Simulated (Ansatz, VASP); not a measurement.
## CdSe: VASP beside Ansatz

File INCAR:

```
SYSTEM = CdSe
PREC     = Accurate       ! precision mode
ENCUT    = 520            ! plane-wave cutoff, eV
EDIFF    = 1E-6           ! SCF threshold, eV
ISMEAR   = 0              ! smearing method
SIGMA    = 0.1            ! smearing width, eV
LREAL    = .FALSE.        ! projectors in reciprocal space
LASPH    = .TRUE.         ! aspherical terms in the spheres
NELM     = 80             ! most SCF steps
ALGO     = Normal         ! electronic algorithm
ISIF     = 2              ! what is computed and relaxed
LWAVE    = .FALSE.        ! write WAVECAR
LCHARG   = .TRUE.         ! write CHGCAR
GGA      = PE             ! functional
LELF     = .TRUE.         ! ELF
LVHAR    = .TRUE.       
NBANDS   = 46             ! bands
```

KPOINTS

```
regular mesh
0
G
  4 2 2
  0 0 0
```

Contents of POSCAR:

```
CdSe
1.0
    0.0000000000      4.5070220000      0.0000000000
    0.0000000000      0.0000000000      7.4791059000
    8.1647019000      0.0000000000      0.0000000000
Cd Se
4 4
Direct
    0.7500000000      0.3990120000      0.8407570000
    0.2500000000      0.8990120000      0.6592430000
    0.7500000000      0.1009880000      0.3407570000
    0.2500000000      0.6009880000      0.1592430000
    0.2500000000      0.5959510000      0.8223160000
    0.7500000000      0.0959510000      0.6776840000
    0.2500000000      0.9040490000      0.3223160000
    0.7500000000      0.4040490000      0.1776840000
```

Input for Ansatz:

```yaml
crystal:
  lattice:
    - [0.0, 4.507022, 0.0]
    - [0.0, 0.0, 7.4791059]
    - [8.1647019, 0.0, 0.0]
  atoms:
    - { symbol: Cd, position: [0.75, 0.399012, 0.840757] }
    - { symbol: Cd, position: [0.25, 0.899012, 0.659243] }
    - { symbol: Cd, position: [0.75, 0.100988, 0.340757] }
    - { symbol: Cd, position: [0.25, 0.600988, 0.159243] }
    - { symbol: Se, position: [0.25, 0.595951, 0.822316] }
    - { symbol: Se, position: [0.75, 0.095951, 0.677684] }
    - { symbol: Se, position: [0.25, 0.904049, 0.322316] }
    - { symbol: Se, position: [0.75, 0.404049, 0.177684] }
basis:
  ecutwfc: 420
kpoints:
  mp_grid: { grid: [4, 2, 2] }
hamiltonian:
  xc: pbe
scf:
  occupations: { method: gaussian, width: 0.1 }
  lower_state_search: "off"
output:
  forces: true
  stress: true
  eigenvalues: true
```

Alike in both runs: task single point; functional PBE; k mesh 4 × 2 × 2; occupations gaussian, width 0.1 eV; no spin polarisation.

```csv
,VASP,Ansatz
version,VASP 6.6.1,Ansatz 0.2.0
potentials or method,"VASP PAW PBE potentials, release 64 (Cd, Se), cutoff 520 eV","scalar-relativistic, plane waves, PAW"
valence electrons in the cell,72,144
```

VASP gave:

| Item | Value |
| --- | --- |
| gap on the k mesh at the Fermi level (eV) | 0.74 |
| least direct gap on the mesh (eV) | 0.74 |
| pressure (GPa) | 0.2 |
| traceless stress, the component that is largest in VASP (GPa) | 0.10 |
| rms of the force components (eV/Å) | 0.005 |

Estimate Ansatz's values.

gap on the k mesh at the Fermi level (eV): 0.74; least direct gap on the mesh (eV): 0.74; pressure (GPa): 0.0; traceless stress, the component that is largest in VASP (GPa): 0.09; rms of the force components (eV/Å): 0.005.

Atom by atom the forces differ by 0.005 eV/Å (rms over components). VASP's potentials hold 72 valence electrons a cell and Ansatz's 144, so a difference there can come from the potentials and not from the codes.

The k mesh is coarse, so the values compare programs but aren't converged.
